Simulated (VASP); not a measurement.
# ZnSe (NiAs type) (P6_3/mmc) in VASP: notebook, part 2 of 2

VASP 6.6.1. The steps go on from the part before.

### Step 3. Single point, PBE (volume scaled by 0.8)

The input, INCAR:

```
SYSTEM = ZnSe
PREC     = Accurate       ! precision mode
ENCUT    = 520            ! plane-wave cutoff, eV
EDIFF    = 1E-6           ! SCF threshold, eV
ISMEAR   = -1             ! smearing method
SIGMA    = 0.08           ! smearing width, eV
LREAL    = .False.        ! projectors in reciprocal space
LASPH    = .True.         ! aspherical terms in the spheres
NELM     = 80             ! most SCF steps
ALGO     = Normal         ! electronic algorithm
ISIF     = 2              ! what is computed and relaxed
LWAVE    = .False.        ! write WAVECAR
LCHARG   = .True.         ! write CHGCAR
GGA      = PE             ! functional
LELF     = .True.         ! ELF
LVHAR    = .True.       
NBANDS   = 26             ! bands
```

The input, KPOINTS:

```
Automatic mesh
0
Gamma
  10 10 6
  0 0 0
```

The input, POSCAR:

```
ZnSe
1.0
    3.5259297025      0.0000000000      0.0000000000
   -1.7629648512      3.0535446943      0.0000000000
    0.0000000000      0.0000000000      5.8020888758
Zn Se
2 2
Direct
    0.0000000000      0.0000000000      0.0000000000
    0.0000000000      0.0000000000      0.5000000000
    0.3333333333      0.6666666667      0.2500000000
    0.6666666667      0.3333333333      0.7500000000
```

Potentials or basis: VASP PAW PBE potentials, release 64 (Zn, Se).

On the command line:

```bash
$ cat potpaw_PBE.64/Zn/POTCAR potpaw_PBE.64/Se/POTCAR > POTCAR
$ mpirun -np 1 vasp_std > vasp.out
```

OUTCAR:

```text
SYSTEM = ZnSe
   PREC = Accurate
   ENCUT = 520
   EDIFF = 1E-6
   ISMEAR = -1
   LREAL = .False.
   LASPH = .True.
   NELM = 80
   ISIF = 2
   GGA = PE

 ion  position               nearest neighbor table
   1  0.000  0.000  0.000-   3 2.50   4 2.50   3 2.50   4 2.50   4 2.50   3 2.50   2 2.90   2 2.90

   2  0.000  0.000  0.500-   3 2.50   4 2.50   3 2.50   4 2.50   4 2.50   3 2.50   1 2.90   1 2.90

   3  0.333  0.667  0.250-   1 2.50   2 2.50   1 2.50   2 2.50   1 2.50   2 2.50
   4  0.667  0.333  0.750-   1 2.50   2 2.50   1 2.50   2 2.50   1 2.50   2 2.50

  LATTYP: Found a hexagonal cell.
 ALAT       =     3.5259297025
 C/A-ratio  =     1.6455486539

  Lattice vectors:

 A1 = (   3.5259297025,   0.0000000000,   0.0000000000)
 A2 = (  -1.7629648512,   3.0535446943,   0.0000000000)
 A3 = (   0.0000000000,   0.0000000000,   5.8020888758)

Analysis of symmetry for initial positions (statically):
=====================================================================
 Subroutine PRICEL returns:
 Original cell was already a primitive cell.

 Routine SETGRP: Setting up the symmetry group for a
 hexagonal supercell.

 Subroutine GETGRP returns: Found 24 space group operations
 (whereof 12 operations were pure point group operations)
 out of a pool of 24 trial point group operations.

The static configuration has the point symmetry D_3d.
 The point group associated with its full space group is D_6h.

Analysis of symmetry for dynamics (positions and initial velocities):
=====================================================================
 Subroutine PRICEL returns:
 Original cell was already a primitive cell.

 Routine SETGRP: Setting up the symmetry group for a
 hexagonal supercell.

 Subroutine GETGRP returns: Found 24 space group operations
 (whereof 12 operations were pure point group operations)
[... 123 lines left out ...]
   EFERMI_NEDOS =   21; number of points for ismear=-14 and -15
   IALGO  =     38    algorithm
   IMIX   =      4    mixing-type and parameters
     AMIX     =   0.40;   BMIX     =  1.00
     AMIX_MAG =   1.60;   BMIX_MAG =  1.00
  volume/ion in A,a.u.               =      15.62       105.39
  Fermi-wavevector in a.u.,A,eV,Ry     =   1.362349  2.574465 25.252325  1.855994
  Thomas-Fermi vector in A             =   2.488846
   LORBIT       =      0    0 simple, 1 ext, 2 COOP (PROOUT), +10 PAW based schemes
   GGA     = PE    functional components
   LHFCALC =     F    Hartree Fock is set to
   AEXX    =    0.0000 exact exchange contribution
   IVDW    =     0    specifies the selected vdW correction
   LEPSILON=     F    determine dielectric tensor
   LRPA    =     F    only Hartree local field effects (RPA)
 non-spin polarized calculation
  energy-cutoff  :      520.00
  volume of cell :       62.47
 maximum number of plane-waves:      1713
 NGX is ok and might be reduce to    28
   NGX = 13   NGY = 13   NGZ = 21

 number of electron      35.9999995 magnetization

 Free energy of the ion-electron system (eV)
  ---------------------------------------------------
  ext. energy  EPLUGINS =         0.00000000
  ---------------------------------------------------
  free energy    TOTEN  =        -9.72063914 eV

  energy without entropy =       -9.71099292  energy(sigma->0) =       -9.71581603

 E-fermi :   5.5272     XC(G=0): -11.4416

 val. band max:        5.5128669348   @ k =   0.2000   0.0000   0.0000
 cond. band min:       5.5948635603   @ k =   0.3000   0.3000   0.1667
 fundamental gap:      0.0819966255
 Fermi energy:         5.5272395316

 k-point     1 :       0.0000    0.0000    0.0000
  band No.  band energies     occupation
      1     -10.2127      2.00000
      2      -8.1523      2.00000
      3      -3.1911      2.00000
      4      -2.3000      2.00000
      5      -2.3000      2.00000
      6      -2.1677      2.00000
[... 685 lines left out ...]
     25      15.8597      0.00000
     26      16.4285      0.00000

 [... further k-points ...]

------------------------ aborting loop because EDIFF is reached ----------------------------------------

  FORCE on cell =-STRESS in cart. coord.  units (eV):
  Direction    XX          YY          ZZ          XY          YZ          ZX
  --------------------------------------------------------------------------------------
  -------------------------------------------------------------------------------------
  Total       10.4165535     10.4165535     10.4649573      0.0000000      0.0000000     -0.0000000
  in kB      267.1605455    267.1605455    268.4019920      0.0000000      0.0000000     -0.0000000
  external PRESSURE =     267.5743610 kB  Pullay stress =       0.0000000 kB

 VOLUME and BASIS-vectors are now :
 -----------------------------------------------------------------------------
  energy-cutoff  :      520.00
  volume of cell :       62.47
      direct lattice vectors                 reciprocal lattice vectors
     3.525929703  0.000000000  0.000000000     0.283613142  0.163744124  0.000000000
    -1.762964851  3.053544694  0.000000000     0.000000000  0.327488247  0.000000000
     0.000000000  0.000000000  5.802088876     0.000000000  0.000000000  0.172351720

 POSITION                                       TOTAL-FORCE (eV/Angst)
 -----------------------------------------------------------------------------------
      0.00000      0.00000      0.00000         0.000000      0.000000      0.000000
      0.00000      0.00000      2.90104         0.000000      0.000000      0.000000
     -0.00000      2.03570      1.45052        -0.000000      0.000000      0.000000
      1.76296      1.01785      4.35157         0.000000     -0.000000     -0.000000
 -----------------------------------------------------------------------------------
    total drift:                               -0.000000      0.000000      0.000000

  FREE ENERGIE OF THE ION-ELECTRON SYSTEM (eV)
  ---------------------------------------------------
  free  energy   TOTEN  =        -9.7206391422 eV

  energy  without entropy=       -9.7109929175  energy(sigma->0) =       -9.71581603
```

stdout:

```text
POSCAR found type information on POSCAR ZnSe
 POSCAR found :  2 types and       4 ions
 scaLAPACK will be used
 LDA part: xc-table for (Slater+PW92), standard interpolation
 POSCAR, INCAR and KPOINTS ok, starting setup
 FFT: planning ... GRIDC
 FFT: planning ... GRID_SOFT
 FFT: planning ... GRID
 WAVECAR not read
 entering main loop
```

Wall time 2.8 min (1 thread of AMD EPYC 7R13, shared host); peak memory 0.2 GiB.

Results:

| Quantity | Value |
| --- | --- |
| Free energy | -9.7206 eV |
| Pressure | 26.8 GPa |
| Band gap on the k mesh | zero (band 18 reaches 5.51 eV, above the bottom of band 19 at 4.96 eV) |

Stress tensor (GPa, compression positive):
```
26.72  0.00  0.00
 0.00 26.72  0.00
 0.00  0.00 26.84
```

Levels at points of the mesh, in eV from the Fermi level:
| k point | band 15 | band 16 | band 17 | band 18 | band 19 | band 20 | band 21 | band 22 |
| --- | --- | --- | --- | --- | --- | --- | --- | --- |
| (0.00, 0.00, 0.00) | -0.95 | -0.83 | -0.19 | -0.19 | 1.75 | 3.08 | 6.02 | 6.02 |
| (0.50, 0.00, 0.00) | -5.03 | -3.44 | -3.00 | -0.21 | 2.41 | 2.64 | 3.36 | 4.68 |
| (0.00, 0.00, 0.50) | -0.50 | -0.50 | -0.50 | -0.50 | 3.58 | 3.58 | 6.05 | 6.05 |
| (0.50, 0.00, 0.50) | -2.12 | -2.12 | -2.12 | -2.12 | 1.37 | 1.37 | 4.52 | 4.52 |

Caveat: the cell differs from its parent crystal (volume scaled by 0.8).

### Step 4. Single point, PBE

This run uses another cell than the first one, of 17.18 Å³/atom, 1.100 times its volume.

The input, INCAR:

```
  ALGO = Normal
  EDIFF = 1E-7
  ENCUT = 520
  GGA = PE
  ISIF = 2
  ISMEAR = -1
  LASPH = True
  LCHARG = True
  LELF = True
  LREAL = False
  LVHAR = True
  LWAVE = False
  NBANDS = 26
  NELM = 80
  PREC = Accurate
  SIGMA = 0.08
```

The input, KPOINTS:

```
k-points
0
Gamma
  10 10 6
```

The input, POSCAR:

```
ZnSe
1.0
    3.6502100904      0.0000000000      0.0000000000
   -1.8251050452      3.1611746675      0.0000000000
    0.0000000000      0.0000000000      5.9550942359
Zn Se
2 2
Direct
    0.0000000000      0.0000000000      0.0000000000
    0.0000000000      0.0000000000      0.5000000000
    0.3333333333      0.6666666667      0.2500000000
    0.6666666667      0.3333333333      0.7500000000
```

On the command line:

```bash
$ cat potpaw_PBE.64/Zn/POTCAR potpaw_PBE.64/Se/POTCAR > POTCAR
$ mpirun -np 1 vasp_std > vasp.out
```

Run time: 3.1 min. Hardware: 1 thread of AMD EPYC 7R13, shared host; peak memory 0.21 GiB.

It converged, with:

- Free energy: -10.4629 eV
- Pressure: 12.4 GPa
- Band gap on the k mesh: zero (band 18 reaches 4.38 eV, above the bottom of band 19 at 4.00 eV)

Levels at points of the mesh, in eV from the Fermi level:
```csv
k point,band 15,band 16,band 17,band 18,band 19,band 20,band 21,band 22
"(0.00, 0.00, 0.00)",-0.85,-0.65,-0.24,-0.24,1.02,2.96,5.99,5.99
"(0.50, 0.00, 0.00)",-4.39,-3.04,-2.72,-0.23,2.18,2.70,3.35,4.78
"(0.00, 0.00, 0.50)",-0.49,-0.49,-0.49,-0.49,3.15,3.15,6.02,6.02
"(0.50, 0.00, 0.50)",-1.93,-1.93,-1.89,-1.89,1.40,1.40,4.73,4.73
```

### Step 5. Single point, PBE

This run uses another cell than the first one, of 18.35 Å³/atom, 1.175 times its volume.

The input, INCAR:

```
SYSTEM = ZnSe
PREC = Accurate
ENCUT = 520
EDIFF = 1E-7
ISMEAR = -1
SIGMA = 0.08
LREAL = .False.
LASPH = .True.
NELM = 100
ALGO = Normal
ISIF = 2
LWAVE = .False.
LCHARG = .False.
GGA = PE
NBANDS = 26
```

The input, KPOINTS:

```
regular mesh
0
Gamma
  10 10 6
  0 0 0
```

The input, POSCAR:

```
ZnSe
1.0
    3.7371055129      0.0000000000      0.0000000000
   -1.8685527564      3.2364283108      0.0000000000
    0.0000000000      0.0000000000      6.0687440677
Zn Se
2 2
Direct
    0.0000000000      0.0000000000      0.0000000000
    0.0000000000      0.0000000000      0.5000000000
    0.3333333333      0.6666666667      0.2500000000
    0.6666666667      0.3333333333      0.7500000000
```

On the command line:

```bash
$ cat potpaw_PBE.64/Zn/POTCAR potpaw_PBE.64/Se/POTCAR > POTCAR
$ mpirun -np 1 vasp_std > vasp.out
```

Run time: 2.9 min. Hardware: 1 thread of AMD EPYC 7R13, shared host; peak memory 0.21 GiB.

The run converged. Its results:

```yaml
Free_energy: -10.7163 eV
Pressure: 5.3 GPa
Band_gap_on_the_k_mesh: zero (band 18 reaches 3.67 eV, above the bottom of band 19 at 3.38 eV)
```

Levels at points of the mesh, in eV from the Fermi level:
```
           k point  band 16  band 17  band 18  band 19  band 20  band 21
(0.00, 0.00, 0.00)    -0.54    -0.26    -0.26     0.58     2.90     5.97
(0.50, 0.00, 0.00)    -2.78    -2.54    -0.23     2.03     2.71     3.35
(0.00, 0.00, 0.50)    -0.47    -0.47    -0.47     2.87     2.87     6.00
(0.50, 0.00, 0.50)    -1.79    -1.73    -1.73     1.40     1.40     4.86
```

### Step 6. Single point, PBE

This run uses another cell than the first one, of 19.52 Å³/atom, 1.250 times its volume.

The input, INCAR:

```
PREC = Accurate
ENCUT = 520
EDIFF = 1E-6
ISMEAR = -1
SIGMA = 0.08
LREAL = F
LASPH = T
NELM = 80
ALGO = Normal
ISIF = 2
LWAVE = F
LCHARG = T
GGA = PE
LELF = T
LVHAR = T
NBANDS = 26
```

The input, KPOINTS:

```
regular mesh
0
Gamma
  10 10 6
```

The input, POSCAR:

```
ZnSe
1.0
    3.8196724184      0.0000000000      0.0000000000
   -1.9098362092      3.3079333485      0.0000000000
    0.0000000000      0.0000000000      6.1800138935
Zn Se
2 2
Direct
    0.0000000000      0.0000000000      0.0000000000
    0.0000000000      0.0000000000      0.5000000000
    0.3333333333      0.6666666667      0.2500000000
    0.6666666667      0.3333333333      0.7500000000
```

Potentials or basis: VASP PAW PBE potentials, release 64 (Zn, Se).

On the command line:

```bash
$ cat potpaw_PBE.64/Zn/POTCAR potpaw_PBE.64/Se/POTCAR > POTCAR
$ mpirun -np 1 vasp_std > vasp.out
```

Wall time 2.3 min (1 thread of AMD EPYC 7R13, shared host); peak memory 0.22 GiB.

It converged, with:

- Free energy: -10.7924 eV
- Pressure: 0.2 GPa
- Band gap on the k mesh: zero (band 18 reaches 3.04 eV, above the bottom of band 19 at 2.82 eV)

Levels at points of the mesh, in eV from the Fermi level:
```
           k point  band 14  band 15  band 16  band 17  band 18  band 19  band 20  band 21  band 22  band 23
(0.00, 0.00, 0.00)    -0.70    -0.70    -0.46    -0.27    -0.27     0.22     2.86     5.94     5.94     7.08
(0.50, 0.00, 0.00)    -4.39    -3.62    -2.54    -2.38    -0.23     1.89     2.71     3.33     4.89     7.31
(0.00, 0.00, 0.50)    -3.96    -0.45    -0.45    -0.45    -0.45     2.63     2.63     5.98     5.98     5.98
(0.50, 0.00, 0.50)    -5.56    -1.67    -1.67    -1.58    -1.58     1.38     1.38     4.96     4.96     7.57
```

### Step 7. The runs side by side

| cell | gap on the mesh (eV) | pressure (GPa) |
| --- | --- | --- |
| a = 3.526, b = 3.526, c = 5.802 Å, angles 90.0, 90.0, 120.0°, 4 atoms | none | 26.8 |
| a = 3.650, b = 3.650, c = 5.955 Å, angles 90.0, 90.0, 120.0°, 4 atoms | none | 12.4 |
| a = 3.737, b = 3.737, c = 6.069 Å, angles 90.0, 90.0, 120.0°, 4 atoms | none | 5.3 |
| a = 3.820, b = 3.820, c = 6.180 Å, angles 90.0, 90.0, 120.0°, 4 atoms | none | 0.2 |

Alike in all rows: task single point; level PBE; potentials or basis VASP PAW PBE potentials, release 64 (Zn, Se); no spin polarisation; k mesh 10 × 10 × 6; cutoff (eV) 520; smearing fermi-dirac 0.08 eV.

Total energies depend on the potentials used, so only differences within one code and one set of settings carry meaning.
